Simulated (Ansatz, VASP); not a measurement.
## One calculation of C, two programs

```
C
1.0
    -0.85313    1.47766    0.00000
     0.00000    0.00000    6.31177
     2.55938    1.47766    0.00000
C
4
Direct
  0.50000 0.25000 0.16667
  0.00000 0.25000 0.66667
  0.00000 0.75000 0.33333
  0.50000 0.75000 0.83333
```

Alike in both runs: task single point; functional PBEsol; k mesh 19 × 5 × 11; occupations fermi-dirac, width 0.05 eV; no spin polarisation.

|  | VASP | Ansatz |
| --- | --- | --- |
| version | VASP 6.6.1 | Ansatz 0.2.0 |
| potentials or method | VASP PAW PBE potentials, release 64 (C) | PAW with Ansatz's default frozen-core files, scalar-relativistic |
| plane-wave cutoff (eV) | 520 | 420 |
| valence electrons in the cell | 16 | 16 |

```tsv
	VASP	Ansatz	Ansatz less VASP
pressure (GPa)	-1.2	-1.3	-0.08
traceless stress, the component that is largest in VASP (GPa)	-8.95	-8.97	-0.020
```

VASP's potentials were made for PBE, not for PBEsol. The functional is the same, so the differences come from potentials, cutoffs and numerics.
